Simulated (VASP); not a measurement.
# HfN (Fm-3m) in VASP: a series of runs, part 2 of 2

VASP 6.6.1. Earlier steps stand in the parts before.

## (4) Single point, PBE

This run uses another cell than the first one, of 11.02 Å³/atom, 1.091 times its volume.

The input, INCAR:

```
ALGO = Normal ; EDIFF = 1E-6
ENCUT = 520 ; GGA = PE
ISIF = 2 ; ISMEAR = 1
LASPH = True ; LCHARG = False
LREAL = False ; LWAVE = False
NBANDS = 14 ; NELM = 80
PREC = Accurate ; SIGMA = 0.1
```

The input, KPOINTS:

```
k-points
0
Gamma
  13 13 13
```

The input, POSCAR:

```
HfN
1.0
    0.0000000000      2.2255097759      2.2255097759
    2.2255097759      0.0000000000      2.2255097759
    2.2255097759      2.2255097759      0.0000000000
Hf N
1 1
Direct
    0.0000000000      0.0000000000      0.0000000000
    0.5000000000      0.5000000000      0.5000000000
```

The run is started by

```console
$ cat potpaw_PBE.64/Hf_pv/POTCAR potpaw_PBE.64/N/POTCAR > POTCAR
$ mpirun -np 1 vasp_std > vasp.out
```

It took 15 s on 1 thread of Intel Xeon Platinum 8488C (Sapphire Rapids), shared host; peak memory 0.16 GiB.

Results (log left out):

```yaml
Free_energy: -21.6920 eV
Pressure: 17.0 GPa
```

Levels at points of the mesh, in eV from the Fermi level:
| k point | band 4 | band 5 | band 6 | band 7 | band 8 | band 9 | band 10 | band 11 | band 12 | band 13 |
| --- | --- | --- | --- | --- | --- | --- | --- | --- | --- | --- |
| (0.00, 0.00, 0.00) | -17.87 | -3.17 | -3.17 | -3.17 | -0.47 | -0.47 | -0.47 | 1.99 | 1.99 | 2.14 |

Caveat: spin-orbit coupling is left out, which moves the levels of the heavy elements.

## (5) Single point, PBE

This run uses another cell than the first one, of 11.48 Å³/atom, 1.136 times its volume.

The input, INCAR:

```
PREC = Accurate
ENCUT = 520
EDIFF = 1E-7
ISMEAR = 1
SIGMA = 0.1
LREAL = F
LASPH = T
NELM = 80
ALGO = Normal
ISIF = 2
LWAVE = F
LCHARG = F
GGA = PE
NBANDS = 14
```

The input, KPOINTS:

```
Automatic mesh
0
Gamma
  13 13 13
```

The input, POSCAR:

```
HfN
1.0
    0.0000000000      2.2560000000      2.2560000000
    2.2560000000      0.0000000000      2.2560000000
    2.2560000000      2.2560000000      0.0000000000
Hf N
1 1
Direct
    0.0000000000      0.0000000000      0.0000000000
    0.5000000000      0.5000000000      0.5000000000
```

The run is started by

```console
$ cat potpaw_PBE.64/Hf_pv/POTCAR potpaw_PBE.64/N/POTCAR > POTCAR
$ mpirun -np 1 vasp_std > vasp.out
```

It took 14 s on 1 thread of Intel Xeon Platinum 8488C (Sapphire Rapids), shared host; peak memory 0.16 GiB.

The run converged. Its results:

| Property | Result |
| --- | --- |
| Free energy | -21.7518 eV |
| Pressure | 4.1 GPa |

Levels at points of the mesh, in eV from the Fermi level:
```
           k point  band 4  band 5  band 6  band 7  band 8  band 9  band 10  band 11  band 12  band 13
(0.00, 0.00, 0.00)  -17.62   -3.12   -3.12   -3.12   -0.43   -0.43    -0.43     1.75     1.89     1.89
```

Caveat: spin-orbit coupling is left out, which moves the levels of the heavy elements.

## (6) Single point, PBE

This run uses another cell than the first one, of 11.94 Å³/atom, 1.182 times its volume.

The input, INCAR:

```
PREC = Accurate ; ENCUT = 520
EDIFF = 1E-6 ; ISMEAR = 1
SIGMA = 0.1 ; LREAL = F
LASPH = T ; NELM = 80
ALGO = Normal ; ISIF = 2
LWAVE = F ; LCHARG = F
GGA = PE ; NBANDS = 14
```

The input, KPOINTS:

```
regular mesh
0
Gamma
  13 13 13
```

The input, POSCAR:

```
HfN
1.0
    0.0000000000      2.2856876150      2.2856876150
    2.2856876150      0.0000000000      2.2856876150
    2.2856876150      2.2856876150      0.0000000000
Hf N
1 1
Direct
    0.0000000000      0.0000000000      0.0000000000
    0.5000000000      0.5000000000      0.5000000000
```

Potentials or basis: VASP PAW PBE potentials, release 64 (Hf_pv, N).

The run is started by

```console
$ cat potpaw_PBE.64/Hf_pv/POTCAR potpaw_PBE.64/N/POTCAR > POTCAR
$ mpirun -np 1 vasp_std > vasp.out
```

OUTCAR:

```text
PREC = Accurate
   ENCUT = 520
   EDIFF = 1E-6
   ISMEAR = 1
   LREAL = F
   LASPH = T
   NELM = 80
   ISIF = 2
   GGA = PE

 ion  position               nearest neighbor table
   1  0.000  0.000  0.000-   2 2.29   2 2.29   2 2.29   2 2.29   2 2.29   2 2.29
   2  0.500  0.500  0.500-   1 2.29   1 2.29   1 2.29   1 2.29   1 2.29   1 2.29

  LATTYP: Found a face centered cubic cell.
 ALAT       =     4.5713752300

  Lattice vectors:

 A1 = (   0.0000000000,   2.2856876150,   2.2856876150)
 A2 = (   2.2856876150,   0.0000000000,   2.2856876150)
 A3 = (   2.2856876150,   2.2856876150,   0.0000000000)

Analysis of symmetry for initial positions (statically):
=====================================================================
 Subroutine PRICEL returns:
 Original cell was already a primitive cell.

 Routine SETGRP: Setting up the symmetry group for a
 face centered cubic supercell.

 Subroutine GETGRP returns: Found 48 space group operations
 (whereof 48 operations were pure point group operations)
 out of a pool of 48 trial point group operations.

The static configuration has the point symmetry O_h .

Analysis of symmetry for dynamics (positions and initial velocities):
=====================================================================
 Subroutine PRICEL returns:
 Original cell was already a primitive cell.

 Routine SETGRP: Setting up the symmetry group for a
 face centered cubic supercell.

 Subroutine GETGRP returns: Found 48 space group operations
 (whereof 48 operations were pure point group operations)
 out of a pool of 48 trial point group operations.

The dynamic configuration has the point symmetry O_h .

 Subroutine INISYM returns: Found 48 space group operations
 (whereof 48 operations are pure point group operations),
 and found     1 'primitive' translations

----------------------------------------------------------------------------------------

                                     Primitive cell

  volume of cell :      23.8825

[... 113 lines left out ...]
   GGA     = PE    functional components
   LHFCALC =     F    Hartree Fock is set to
   AEXX    =    0.0000 exact exchange contribution
   IVDW    =     0    specifies the selected vdW correction
   LEPSILON=     F    determine dielectric tensor
   LRPA    =     F    only Hartree local field effects (RPA)
 non-spin polarized calculation
 Methfessel and Paxton  Order N= 1 SIGMA  =   0.10
  energy-cutoff  :      520.00
  volume of cell :       23.88
 maximum number of plane-waves:       654
   NGX = 13   NGY = 13   NGZ = 13

 number of electron      14.9999999 magnetization

 Free energy of the ion-electron system (eV)
  ---------------------------------------------------
  ext. energy  EPLUGINS =         0.00000000
  ---------------------------------------------------
  free energy    TOTEN  =       -21.74526670 eV

  energy without entropy =      -21.74505061  energy(sigma->0) =      -21.74519467

 E-fermi :   8.1478     XC(G=0): -12.5478

 val. band max:        8.1153867550   @ k =   0.1538   0.0000   0.0000
 cond. band min:       8.1774737294   @ k =  -0.3846   0.3077   0.0000
 fundamental gap:      0.0620869744
 Fermi energy:         8.1478000510

 k-point     1 :       0.0000    0.0000    0.0000
  band No.  band energies     occupation
      1     -23.2166      2.00000
      2     -23.2166      2.00000
      3     -23.2166      2.00000
      4      -9.2269      2.00000
      5       5.0892      2.00000
      6       5.0892      2.00000
      7       5.0892      2.00000
      8       7.7449      2.00000
      9       7.7449      2.00000
     10       7.7449      2.00000
     11       9.5406     -0.00000
     12       9.9574     -0.00000
     13       9.9574     -0.00000
     14      17.5535      0.00000
[... 377 lines left out ...]
      1     -23.9384      2.00000
      2     -23.3826      2.00000
      3     -23.3409      2.00000
      4      -7.1659      2.00000
      5       0.2800      2.00000
      6       2.2987      2.00000
      7       2.6520      2.00000
      8       8.5936     -0.00000
      9      11.6696      0.00000
     10      11.9142      0.00000
     11      13.5287      0.00000
     12      14.7328      0.00000
     13      16.5599      0.00000
     14      18.7030      0.00000

 [... further k-points ...]
[... 5 lines left out ...]
  --------------------------------------------------------------------------------------
  -------------------------------------------------------------------------------------
  Total       -0.9338111     -0.9338111     -0.9338111     -0.0000000     -0.0000000      0.0000000
  in kB      -62.6453721    -62.6453721    -62.6453721     -0.0000000     -0.0000000      0.0000000
  external PRESSURE =     -62.6453721 kB  Pullay stress =       0.0000000 kB

 VOLUME and BASIS-vectors are now :
 -----------------------------------------------------------------------------
  energy-cutoff  :      520.00
  volume of cell :       23.88
      direct lattice vectors                 reciprocal lattice vectors
     0.000000000  2.285687615  2.285687615    -0.218752553  0.218752553  0.218752553
     2.285687615  0.000000000  2.285687615     0.218752553 -0.218752553  0.218752553
     2.285687615  2.285687615  0.000000000     0.218752553  0.218752553 -0.218752553

 POSITION                                       TOTAL-FORCE (eV/Angst)
 -----------------------------------------------------------------------------------
      0.00000      0.00000      0.00000        -0.000000     -0.000000     -0.000000
      2.28569      2.28569      2.28569         0.000000      0.000000      0.000000
 -----------------------------------------------------------------------------------
    total drift:                                0.000000     -0.000000     -0.000000

  FREE ENERGIE OF THE ION-ELECTRON SYSTEM (eV)
  ---------------------------------------------------
  free  energy   TOTEN  =       -21.7452667019 eV

  energy  without entropy=      -21.7450506132  energy(sigma->0) =      -21.74519467
```

OSZICAR:

```text
N       E                     dE             d eps       ncg     rms          rms(c)
DAV:   1     0.391167145614E+02    0.39117E+02   -0.78853E+03  2360   0.101E+03
DAV:   2    -0.226582616226E+02   -0.61775E+02   -0.58025E+02  3168   0.234E+02
DAV:   3    -0.247534494383E+02   -0.20952E+01   -0.20865E+01  2658   0.356E+01
DAV:   4    -0.247611779509E+02   -0.77285E-02   -0.77268E-02  2826   0.257E+00
DAV:   5    -0.247612282707E+02   -0.50320E-04   -0.50319E-04  2716   0.178E-01    0.457E+01
DAV:   6    -0.218692842104E+02    0.28919E+01   -0.84076E+00  2508   0.219E+01    0.395E+01
DAV:   7    -0.217760147752E+02    0.93269E-01   -0.46424E-01  2964   0.603E+00    0.258E+01
DAV:   8    -0.217524632403E+02    0.23552E-01   -0.13540E-01  2682   0.313E+00    0.629E+00
DAV:   9    -0.217453801486E+02    0.70831E-02   -0.19479E-02  2604   0.112E+00    0.198E+00
DAV:  10    -0.217453017582E+02    0.78390E-04   -0.11448E-03  3094   0.324E-01    0.475E-01
DAV:  11    -0.217452690095E+02    0.32749E-04   -0.71061E-05  2910   0.832E-02    0.116E-01
DAV:  12    -0.217452668884E+02    0.21211E-05   -0.84187E-06  3144   0.245E-02    0.105E-02
DAV:  13    -0.217452667019E+02    0.18653E-06   -0.20446E-07  1566   0.477E-03
   1 F= -.21745267E+02 E0= -.21745195E+02  d E =-.216089E-03
```

It took 12 s on 1 thread of Intel Xeon Platinum 8488C (Sapphire Rapids), shared host; peak memory 0.15 GiB.

Results:

```yaml
Free_energy: -21.7453 eV
Pressure: -6.3 GPa
```

Levels at points of the mesh, in eV from the Fermi level:
| k point | band 4 | band 5 | band 6 | band 7 | band 8 | band 9 | band 10 | band 11 | band 12 | band 13 |
| --- | --- | --- | --- | --- | --- | --- | --- | --- | --- | --- |
| (0.00, 0.00, 0.00) | -17.37 | -3.06 | -3.06 | -3.06 | -0.40 | -0.40 | -0.40 | 1.39 | 1.81 | 1.81 |

Caveat: spin-orbit coupling is left out, which moves the levels of the heavy elements.

## (7) Overview

| cell | gap on the mesh (eV) | pressure (GPa) |
| --- | --- | --- |
| a = 3.057 Å, angles 60.0°, 2 atoms | none | 52.5 |
| a = 3.103 Å, angles 60.0°, 2 atoms | none | 32.8 |
| a = 3.147 Å, angles 60.0°, 2 atoms | none | 17.0 |
| a = 3.190 Å, angles 60.0°, 2 atoms | none | 4.1 |
| a = 3.232 Å, angles 60.0°, 2 atoms | none | -6.3 |

Alike in all rows: task single point; level PBE; potentials or basis VASP PAW PBE potentials, release 64 (Hf_pv, N); no spin polarisation; k mesh 13 × 13 × 13; cutoff (eV) 520; smearing methfessel-paxton 0.1 eV.

Caveats: spin-orbit coupling is left out, which moves the levels of the heavy elements.

Total energies depend on the potentials used, so only differences within one code and one set of settings carry meaning.
